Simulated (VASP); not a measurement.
# TiAl in VASP: notebook

Runs on TiAl. Level: PBE. Tasks: single point, relaxation of cell and atoms.

Program: VASP 6.6.1. These are calculated values, not measurements. Logs are shortened: lines on timing, memory, paths and dates and some standing lists are left out, and cuts for length are marked.

### Step 1. The cell of the first run

It takes space group P4/mmm (No. 123, tetragonal). Conventional cell: a = 2.822 Å, b = 2.822 Å, c = 4.075 Å, α = 90.00°, β = 90.00°, γ = 90.00°. Ti (site symmetry 4/mmm) has 4 Ti at 2.82 Å and 8 Al at 2.85 Å within 3.7 Å. Within 3.7 Å of Al (site symmetry 4/mmm) lie 4 Al at 2.82 Å and 8 Ti at 2.85 Å.

### Step 2. Single point, PBE

INCAR

```
SYSTEM = TiAl
ALGO     = Fast           ! electronic algorithm
EDIFF    = 1E-7           ! SCF threshold, eV
ENCUT    = 520            ! plane-wave cutoff, eV
GGA      = PE             ! functional
ISIF     = 2              ! what is computed and relaxed
ISMEAR   = 0              ! smearing method
LASPH    = .TRUE.         ! aspherical terms in the spheres
LCHARG   = .FALSE.        ! write CHGCAR
LREAL    = .FALSE.        ! projectors in reciprocal space
LWAVE    = .FALSE.        ! write WAVECAR
NBANDS   = 23             ! bands
NELM     = 100            ! most SCF steps
PREC     = Accurate       ! precision mode
SIGMA    = 0.2            ! smearing width, eV
```

KPOINTS

```
k-points
0
G
  8 6 4
  0 0 0
```

POSCAR

```
TiAl
1.0
    0.0000000000      2.8222827245      0.0000000000
    0.0000000000      0.0000000000      4.0748828515
    5.6445654490      0.0000000000      0.0000000000
Ti Al
2 2
Direct
    0.5000000000      0.5000000000      0.2500000000
    0.5000000000      0.5000000000      0.7500000000
    0.0000000000      0.0000000000      0.5000000000
    0.0000000000      0.0000000000      1.0000000000
```

Potentials or basis: VASP PAW PBE potentials, release 64 (Ti_sv, Al).

Command:

```sh
cat potpaw_PBE.64/Ti_sv/POTCAR potpaw_PBE.64/Al/POTCAR > POTCAR
mpirun -np 1 vasp_std > vasp.out
```

OUTCAR:

```text
SYSTEM = TiAl
   EDIFF = 1E-7
   ENCUT = 520
   GGA = PE
   ISIF = 2
   ISMEAR = 0
   LASPH = .TRUE.
   LREAL = .FALSE.
   NELM = 100
   PREC = Accurate

 ion  position               nearest neighbor table
   1  0.500  0.500  0.250-   2 2.82   2 2.82   4 2.85   3 2.85   3 2.85   4 2.85   3 2.85   4 2.85
                             3 2.85   4 2.85
   2  0.500  0.500  0.750-   1 2.82   1 2.82   4 2.85   3 2.85   3 2.85   4 2.85   3 2.85   4 2.85
                             3 2.85   4 2.85
   3  0.000  0.000  0.500-   4 2.82   4 2.82   1 2.85   2 2.85   1 2.85   2 2.85   1 2.85   2 2.85
                             1 2.85   2 2.85
   4  0.000  0.000  0.000-   3 2.82   3 2.82   1 2.85   2 2.85   1 2.85   2 2.85   1 2.85   2 2.85
                             1 2.85   2 2.85

  LATTYP: Found a simple orthorhombic cell.
 ALAT       =     2.8222827245
 B/A-ratio  =     1.4438251760
 C/A-ratio  =     2.0000000000

  Lattice vectors:

 A1 = (   0.0000000000,   2.8222827245,   0.0000000000)
 A2 = (   0.0000000000,   0.0000000000,   4.0748828515)
 A3 = (   5.6445654490,   0.0000000000,   0.0000000000)

Analysis of symmetry for initial positions (statically):
=====================================================================
 Subroutine PRICEL returns following result:

  LATTYP: Found a simple tetragonal cell.
 ALAT       =     2.8222827245
 C/A-ratio  =     1.4438251760

  Lattice vectors:

 A1 = (   0.0000000000,  -2.8222827245,   0.0000000000)
 A2 = (   2.8222827245,   0.0000000000,   0.0000000000)
 A3 = (   0.0000000000,   0.0000000000,   4.0748828515)

   2 primitive cells build up your supercell.

 Routine SETGRP: Setting up the symmetry group for a
 simple orthorhombic supercell.

 Subroutine GETGRP returns: Found  8 space group operations
 (whereof  8 operations were pure point group operations)
 out of a pool of  8 trial point group operations.

The static configuration has the point symmetry D_2h.

Analysis of symmetry for dynamics (positions and initial velocities):
=====================================================================
 Subroutine PRICEL returns following result:

  LATTYP: Found a simple tetragonal cell.
 ALAT       =     2.8222827245
 C/A-ratio  =     1.4438251760

  Lattice vectors:

 A1 = (   0.0000000000,  -2.8222827245,   0.0000000000)
 A2 = (   2.8222827245,   0.0000000000,   0.0000000000)
 A3 = (   0.0000000000,   0.0000000000,   4.0748828515)

   2 primitive cells build up your supercell.

 Routine SETGRP: Setting up the symmetry group for a
 simple orthorhombic supercell.

 Subroutine GETGRP returns: Found  8 space group operations
 (whereof  8 operations were pure point group operations)
 out of a pool of  8 trial point group operations.

The dynamic configuration has the point symmetry D_2h.

 Subroutine INISYM returns: Found  8 space group operations
 (whereof  8 operations are pure point group operations),
 and found     2 'primitive' translations

----------------------------------------------------------------------------------------

                                     Primitive cell

  volume of cell :      32.4576

  direct lattice vectors                    reciprocal lattice vectors
     0.000000000 -2.822282724  0.000000000     0.000000000 -0.354323113  0.000000000
     2.822282724  0.000000000  0.000000000     0.354323113  0.000000000  0.000000000
     0.000000000  0.000000000  4.074882851     0.000000000  0.000000000  0.245405828

  length of vectors
     2.822282724  2.822282724  4.074882851     0.354323113  0.354323113  0.245405828

  position of ions in fractional coordinates (direct lattice)
     0.500000000  0.500000000  0.500000000
     0.000000000  0.000000000  0.000000000

  ion indices of the primitive-cell ions
   primitive index   ion index
                 1           1
                 2           3

----------------------------------------------------------------------------------------

 KPOINTS: k-points

Automatic generation of k-mesh.
 Grid dimensions read from file:
 generate k-points for:    8    6    4

 Generating k-lattice:

  Cartesian coordinates                     Fractional coordinates (reciprocal lattice)
     0.000000000  0.044290389  0.000000000     0.125000000  0.000000000  0.000000000
     0.000000000  0.000000000  0.040900971     0.000000000  0.166666667  0.000000000
     0.044290389  0.000000000  0.000000000     0.000000000  0.000000000  0.250000000

  Length of vectors
     0.044290389  0.040900971  0.044290389

  Shift w.r.t. Gamma in fractional coordinates (k-lattice)
     0.000000000  0.000000000  0.000000000

 Subroutine IBZKPT returns following result:
 ===========================================

 Found     60 irreducible k-points:

 Following reciprocal coordinates:
            Coordinates               Weight
  0.000000  0.000000  0.000000      1.000000
  0.125000  0.000000  0.000000      2.000000
  0.250000  0.000000  0.000000      2.000000
  0.375000  0.000000  0.000000      2.000000
  0.500000  0.000000  0.000000      1.000000
  0.000000  0.166667  0.000000      2.000000
[... 16 lines left out ...]
  0.250000  0.000000  0.250000      4.000000
  0.375000  0.000000  0.250000      4.000000
 [... further k-points ...]
   k-points           NKPTS =     60   k-points in BZ     NKDIM =     60   number of bands    NBANDS=     23
   number of dos      NEDOS =    301   number of ions     NIONS =      4
   total plane-waves  NPLWV =  30240
   dimension x,y,z NGX =    24 NGY =   30 NGZ =   42
   dimension x,y,z NGXF=    48 NGYF=   60 NGZF=   84
   ions per type =               2   2
   NGX,Y,Z   is equivalent  to a cutoff of  14.14, 12.24, 12.37 a.u.
   NGXF,Y,Z  is equivalent  to a cutoff of  28.27, 24.48, 24.74 a.u.
 SYSTEM =  TiAl
   PREC   = accura    normal or accurate (medium, high low for compatibility)
   ISTART =      0    job   : 0-new  1-cont  2-samecut
   ICHARG =      2    charge: 1-file 2-atom 10-const
   ISPIN  =      1    spin polarized calculation?
   LNONCOLLINEAR =      F non collinear calculations
   LSORBIT =      F    spin-orbit coupling
   LASPH  =      T    aspherical Exc in radial PAW
   ENCUT  =  520.0 eV  38.22 Ry    6.18 a.u.   5.25  7.58 10.50*2*pi/ulx,y,z
   NELM   =    100;   NELMIN=  2; NELMDL= -5     # of ELM steps
   EDIFF  = 0.1E-06   stopping-criterion for ELM
   LREAL  =      F    real-space projection
   EDIFFG = 0.1E-05   stopping-criterion for IOM
   NSW    =      0    number of steps for IOM
   IBRION =     -1    ionic relax: 0-MD 1-quasi-New 2-CG
   NFREE  =      0    steps in history (QN), initial steepest desc. (CG)
   ISIF   =      2    stress and relaxation
   ISYM   =      2    0-nonsym 1-usesym 2-fastsym
   POTIM  = 0.5000    time-step for ionic-motion
   TEBEG  =    0.0;   TEEND  =   0.0 temperature during run
   PSTRESS=    0.0 pullay stress
   NELECT =      30.0000    total number of electrons
   NUPDOWN=      -1.0000    fix difference up-down
   EMIN   =  10.00;   EMAX   =-10.00  energy-range for DOS
   EFERMI =   0.00;   METHOD = LEGACY
   ISMEAR =     0;   SIGMA  =   0.20  broadening in eV -4-tet -1-fermi 0-gaus
   EFERMI_NEDOS =   21; number of points for ismear=-14 and -15
   IALGO  =     68    algorithm
   IMIX   =      4    mixing-type and parameters
     AMIX     =   0.40;   BMIX     =  1.00
     AMIX_MAG =   1.60;   BMIX_MAG =  1.00
  volume/ion in A,a.u.               =      16.23       109.52
  Fermi-wavevector in a.u.,A,eV,Ry     =   1.265707  2.391839 21.796728  1.602014
  Thomas-Fermi vector in A             =   2.398946
   LORBIT       =      0    0 simple, 1 ext, 2 COOP (PROOUT), +10 PAW based schemes
   GGA     = PE    functional components
   LHFCALC =     F    Hartree Fock is set to
   AEXX    =    0.0000 exact exchange contribution
   IVDW    =     0    specifies the selected vdW correction
   LEPSILON=     F    determine dielectric tensor
   LRPA    =     F    only Hartree local field effects (RPA)
 non-spin polarized calculation
 RMM-DIIS sequential band-by-band and
 Gauss-broadening in eV      SIGMA  =   0.20
  energy-cutoff  :      520.00
  volume of cell :       64.92
 maximum number of plane-waves:      1764
 NGX is ok and might be reduce to    24

 number of electron      30.0000002 magnetization

 Free energy of the ion-electron system (eV)
  ---------------------------------------------------
  ext. energy  EPLUGINS =         0.00000000
  ---------------------------------------------------
  free energy    TOTEN  =       -24.81344493 eV

  energy without entropy =      -24.73131649  energy(sigma->0) =      -24.77238071

 E-fermi :   8.2872     XC(G=0): -11.0349

 val. band max:        8.2625776719   @ k =   0.5000   0.1667   0.0000
 cond. band min:       8.3021418690   @ k =   0.3750   0.3333   0.2500
 fundamental gap:      0.0395641972
 Fermi energy:         8.2872280739

 k-point     1 :       0.0000    0.0000    0.0000
  band No.  band energies     occupation
      1     -48.3262      2.00000
      2     -48.2680      2.00000
      3     -24.7606      2.00000
      4     -24.7087      2.00000
      5     -24.6509      2.00000
      6     -24.2850      2.00000
[... 15 lines left out ...]
     22      13.4058      0.00000
     23      13.6166      0.00000

 k-point     2 :       0.1250    0.0000    0.0000
  band No.  band energies     occupation
      1     -48.3177      2.00000
      2     -48.2598      2.00000
      3     -24.7508      2.00000
      4     -24.7003      2.00000
      5     -24.6431      2.00000
      6     -24.3564      2.00000
[... 15 lines left out ...]
     22      14.0894      0.00000
     23      14.3159      0.00000

 k-point     3 :       0.2500    0.0000    0.0000
  band No.  band energies     occupation
      1     -48.2972      2.00000
      2     -48.2400      2.00000
      3     -24.7269      2.00000
      4     -24.6799      2.00000
      5     -24.6243      2.00000
      6     -24.5262      2.00000
[... 15 lines left out ...]
     22      11.9448      0.00000
     23      12.3661      0.00000
[... 495 lines left out ...]
 k-point    23 :       0.2500    0.0000    0.2500
  band No.  band energies     occupation
      1     -48.2889      2.00000
      2     -48.2485      2.00000
      3     -24.6718      2.00000
      4     -24.6609      2.00000
      5     -24.6324      2.00000
      6     -24.5183      2.00000
[... 15 lines left out ...]
     22      12.0581      0.00000
     23      12.4117      0.00000

 k-point    24 :       0.3750    0.0000    0.2500
  band No.  band energies     occupation
      1     -48.2683      2.00000
      2     -48.2285      2.00000
      3     -24.6834      2.00000
      4     -24.6515      2.00000
      5     -24.6416      2.00000
      6     -24.6345      2.00000
[... 15 lines left out ...]
     22      11.9891      0.00000
     23      13.5033      0.00000

 [... further k-points ...]
[... 5 lines left out ...]
  --------------------------------------------------------------------------------------
  -------------------------------------------------------------------------------------
  Total        0.1462469      0.1457355     -0.2217235      0.0000000      0.0000000      0.0000000
  in kB        3.6095328      3.5969128     -5.4723782      0.0000000      0.0000000      0.0000000
  external PRESSURE =       0.5780225 kB  Pullay stress =       0.0000000 kB

 VOLUME and BASIS-vectors are now :
 -----------------------------------------------------------------------------
  energy-cutoff  :      520.00
  volume of cell :       64.92
      direct lattice vectors                 reciprocal lattice vectors
     0.000000000  2.822282724  0.000000000     0.000000000  0.354323113  0.000000000
     0.000000000  0.000000000  4.074882851     0.000000000  0.000000000  0.245405828
     5.644565449  0.000000000  0.000000000     0.177161556  0.000000000  0.000000000

 POSITION                                       TOTAL-FORCE (eV/Angst)
 -----------------------------------------------------------------------------------
      1.41114      1.41114      2.03744         0.000000      0.000000      0.000000
      4.23342      1.41114      2.03744         0.000000      0.000000      0.000000
      2.82228      0.00000      0.00000         0.000000     -0.000000      0.000000
      0.00000      0.00000      0.00000         0.000000     -0.000000      0.000000
 -----------------------------------------------------------------------------------
    total drift:                               -0.000000      0.000000     -0.000000

  FREE ENERGIE OF THE ION-ELECTRON SYSTEM (eV)
  ---------------------------------------------------
  free  energy   TOTEN  =       -24.8134449296 eV

  energy  without entropy=      -24.7313164880  energy(sigma->0) =      -24.77238071
```

Run time: 3.5 min. Hardware: 1 thread of Intel Xeon 8259CL, shared host; peak memory 0.22 GiB.

What came out:

| Property | Result |
| --- | --- |
| Free energy | -24.8134 eV |
| Pressure | 0.1 GPa |
| Band gap on the k mesh | zero (bands 15 and 16 overlap by 1.55 eV) |

### Step 3. Single point, PBE

INCAR

```
SYSTEM = TiAl
ALGO = Fast ; EDIFF = 1E-6
ENCUT = 520 ; GGA = PE
ISIF = 2 ; ISMEAR = 0
LASPH = .TRUE. ; LCHARG = .TRUE.
LELF = .TRUE. ; LREAL = .FALSE.
LVHAR = .TRUE. ; LWAVE = .FALSE.
NBANDS = 23 ; NELM = 80
PREC = Accurate ; SIGMA = 0.2
```

KPOINTS is that of step 2.

POSCAR

```
TiAl
1.0
    0.0000647579      2.8342229595      0.0000263935
    0.0002214487     -0.0000806632      4.0433503565
    5.6682417557      0.0001271465     -0.0000949779
Ti Al
2 2
Direct
    0.5000060964      0.5000007181      0.2499996625
    0.4999933000      0.4999998417      0.7500002513
    0.0000004990     -0.0000007641      0.5000003487
    0.0000001045      0.0000002044      0.9999997375
```

Potentials or basis: VASP PAW PBE potentials, release 64 (Ti_sv, Al).

Command:

```sh
cat potpaw_PBE.64/Ti_sv/POTCAR potpaw_PBE.64/Al/POTCAR > POTCAR
mpirun -np 1 vasp_std > vasp.out
```

It took 4.3 min on 1 thread of Intel Xeon 8259CL, shared host; peak memory 0.26 GiB.

Results (log left out):

```
Free energy            : -24.8149 eV
Pressure               : -0.1 GPa
Band gap on the k mesh : zero (bands 15 and 16 overlap by 1.55 eV)
```

Levels at points of the mesh, in eV from the Fermi level:
```csv
k point,band 13,band 14,band 15,band 16,band 17,band 18
"(0.00, 0.00, 0.00)",-1.64,-0.83,-0.23,-0.23,1.72,2.15
"(0.50, 0.00, 0.00)",-0.47,-0.47,-0.40,-0.23,-0.17,-0.17
"(0.00, 0.50, 0.00)",-1.19,-1.15,-0.65,0.72,1.44,1.77
"(0.50, 0.50, 0.00)",-2.26,-1.19,-1.15,1.44,1.74,1.77
"(0.00, 0.00, 0.50)",-1.03,-1.03,-0.82,-0.82,2.32,2.33
"(0.50, 0.00, 0.50)",-1.01,-1.01,0.32,0.32,0.79,0.79
"(0.00, 0.50, 0.50)",-0.24,-0.24,-0.20,-0.20,1.13,1.13
"(0.50, 0.50, 0.50)",-1.90,-1.90,0.56,0.56,1.79,1.79
```

### Step 4. Single point, PBE

This run uses another cell than the first one: it holds 2 atoms, not 4.

INCAR

```
PREC     = Accurate       # precision mode
ENCUT    = 520            # plane-wave cutoff, eV
EDIFF    = 1E-6           # SCF threshold, eV
ISMEAR   = 0              # smearing method
SIGMA    = 0.1            # smearing width, eV
LREAL    = F              # projectors in reciprocal space
LASPH    = T              # aspherical terms in the spheres
NELM     = 100            # most SCF steps
ALGO     = Fast           # electronic algorithm
ISIF     = 2              # what is computed and relaxed
LWAVE    = F              # write WAVECAR
LCHARG   = F              # write CHGCAR
GGA      = PE             # functional
NBANDS   = 14             # bands
```

KPOINTS

```
Automatic mesh
0
Gamma
  20 20 14
```

POSCAR

```
TiAl
1.0
    2.8222827245      0.0000000000      0.0000000000
    0.0000000000      2.8222827245      0.0000000000
    0.0000000000      0.0000000000      4.0748828515
Ti Al
1 1
Direct
    0.5000000000      0.5000000000      0.5000000000
    0.0000000000      0.0000000000      0.0000000000
```

Command:

```sh
cat potpaw_PBE.64/Ti_sv/POTCAR potpaw_PBE.64/Al/POTCAR > POTCAR
mpirun -np 1 vasp_std > vasp.out
```

Wall time 3.5 min (1 thread of Intel Xeon 8259CL, shared host); peak memory 0.35 GiB.

Results (log left out):

| Property | Result |
| --- | --- |
| Free energy | -12.3963 eV |
| Pressure | 0.0 GPa |
| Band gap on the k mesh | zero (an odd number of electrons rules out a gap without spin polarisation) |

Levels at points of the mesh, in eV from the Fermi level:
```csv
k point,band 4,band 5,band 6,band 7,band 8,band 9,band 10,band 11,band 12,band 13
"(0.00, 0.00, 0.00)",-32.59,-9.04,-1.87,-0.84,-0.39,2.15,2.15,3.30,6.13,8.38
"(0.50, 0.00, 0.00)",-32.54,-4.56,-4.53,-1.71,-0.25,1.74,2.51,4.41,5.08,5.30
"(0.50, 0.50, 0.00)",-32.92,-3.18,-0.47,-0.47,-0.40,-0.21,-0.21,4.19,4.94,5.97
"(0.00, 0.00, 0.50)",-32.58,-7.58,-5.27,-0.68,0.62,1.80,1.80,3.31,7.92,9.34
"(0.50, 0.00, 0.50)",-32.54,-4.91,-2.95,-1.20,-1.15,1.36,1.79,2.29,3.77,5.66
"(0.50, 0.50, 0.50)",-32.93,-2.51,-2.26,-2.26,1.76,2.11,2.70,4.18,4.18,4.99
```

### Step 5. Relaxation of cell and atoms, PBE

This run uses another cell than the first one: it holds 2 atoms, not 4.

INCAR

```
SYSTEM = TiAl
  ALGO = Fast
  EDIFF = 1E-7
  EDIFFG = -0.01
  ENCUT = 600
  GGA = PE
  IBRION = 2
  ISIF = 3
  ISMEAR = 0
  LASPH = .TRUE.
  LCHARG = .FALSE.
  LREAL = .FALSE.
  LWAVE = .FALSE.
  NELM = 60
  NSW = 100
  PREC = Accurate
  SIGMA = 0.1
```

KPOINTS

```
k-points
0
G
  20 20 14
  0 0 0
```

POSCAR

```
TiAl
1.0
    2.8203647004      0.0000000000      0.0000000000
    0.0000000000      2.8203647004      0.0000000000
    0.0000000000      0.0000000000      4.0829607144
Ti Al
1 1
Direct
    0.5000000000      0.5000000000      0.5000000000
    0.0000000000      0.0000000000      0.0000000000
```

Command:

```sh
cat potpaw_PBE.64/Ti_sv/POTCAR potpaw_PBE.64/Al/POTCAR > POTCAR
mpirun -np 1 vasp_std > vasp.out
```

It took 8.2 min on 1 thread of Intel Xeon 8259CL, shared host; peak memory 0.4 GiB.

Results (log left out):

```yaml
Free_energy: -12.3964 eV
Relaxed_volume: 16.22 Å³/atom
Relaxed_cell: a = 2.820 Å, b = 2.820 Å, c = 4.078 Å, α = 90.00°, β = 90.00°, γ = 90.00°
Space_group_after_relaxing_to_0.1_Å: P4/mmm (No. 123)
Energy_gained_by_relaxing: 0.0 meV/atom
Ionic_steps: 2
Pressure_after_relaxing: 0.0 GPa
Band_gap_on_the_k_mesh: zero (an odd number of electrons rules out a gap without spin polarisation)
```

Stress tensor (GPa, compression positive):
```
 0.09  0.00  0.00
 0.00  0.09  0.00
 0.00  0.00 -0.06
```

Final structure:
```
Ti Al
1.0
     2.82043    0.00000    0.00000
     0.00000    2.82043    0.00000
     0.00000    0.00000    4.07791
Ti Al
1 1
Direct
  0.50000 0.50000 0.50000
  0.00000 0.00000 0.00000
```

Levels at points of the mesh, in eV from the Fermi level:
```
           k point  band 6  band 7  band 8  band 9  band 10  band 11
(0.00, 0.00, 0.00)   -1.88   -0.84   -0.40    2.16     2.16     3.31
(0.50, 0.00, 0.00)   -4.53   -1.71   -0.26    1.75     2.51     5.07
(0.50, 0.50, 0.00)   -0.46   -0.46   -0.40   -0.21    -0.21     4.94
(0.00, 0.00, 0.50)   -5.27   -0.68    0.61    1.81     1.81     3.32
(0.50, 0.00, 0.50)   -2.95   -1.20   -1.15    1.35     1.80     2.30
(0.50, 0.50, 0.50)   -2.25   -2.25    1.77    2.11     2.70     4.18
```

### Step 6. The runs side by side

```csv
task,cell,k mesh,cutoff (eV),smearing,gap on the mesh (eV),pressure (GPa)
single point,"a = 2.822, b = 4.075, c = 5.645 Å, 4 atoms, atomic positions A",8 × 6 × 4,520,gaussian 0.2 eV,none,0.1
single point,"a = 2.834, b = 4.043, c = 5.668 Å, 4 atoms, atomic positions A",8 × 6 × 4,520,gaussian 0.2 eV,none,-0.1
single point,"a = 2.822, b = 2.822, c = 4.075 Å, 2 atoms, atomic positions B",20 × 20 × 14,520,gaussian 0.1 eV,none,0.0
relaxation of cell and atoms,"relaxed from a = 2.820, b = 2.820, c = 4.083 Å, 2 atoms, atomic positions B",20 × 20 × 14,600,gaussian 0.1 eV,none,0.0
```

Alike in all rows: level PBE; potentials or basis VASP PAW PBE potentials, release 64 (Ti_sv, Al); no spin polarisation.

Total energies depend on the potentials used, so only differences within one code and one set of settings carry meaning.

The gap in the log of VASP goes by the Fermi energy; the results here count the filled bands.